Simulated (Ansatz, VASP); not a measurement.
## One calculation of Co2HgSe2, two programs

```
CELL_PARAMETERS angstrom
0.00000 3.74405 0.00000
3.74405 0.00000 0.00000
1.87203 1.87203 -6.56685
ATOMIC_POSITIONS crystal
Hg 0.00000 0.00000 0.00000
Se 0.35370 0.35370 0.29260
Se 0.64630 0.64630 0.70740
Co 0.75000 0.25000 0.50000
Co 0.25000 0.75000 0.50000
```

Alike in both runs: task relaxation of cell and atoms; functional PBE; k mesh 5 × 5 × 5; occupations fermi-dirac, width 0.0167 eV; no spin polarisation.

```csv
,VASP,Ansatz
version,VASP 6.6.1,Ansatz 0.2.0
potentials or method,"VASP PAW PBE potentials, release 64 (Hg, Se, Co), cutoff 600 eV",PAW plane waves
valence electrons in the cell,42,86
```

```csv
,VASP,Ansatz,Ansatz less VASP
"gap on the k mesh at the Fermi level, each at its own relaxed structure (eV)",none,none,-
relaxed volume (Å³/atom),22.87,23.28,+0.415
relaxed length of the cell vector where the two differ most in proportion (Å),9.020,9.171,+0.1507
```

A gap of «none» marks a metal or a gap that the smearing closes. VASP's potentials hold 42 valence electrons a cell and Ansatz's 86, so a difference there can come from the potentials and not from the codes.

Neither program's run includes spin-orbit coupling. Noted on VASP's run: the volume moved by over 15 % at a fixed basis, so the end points are rough.
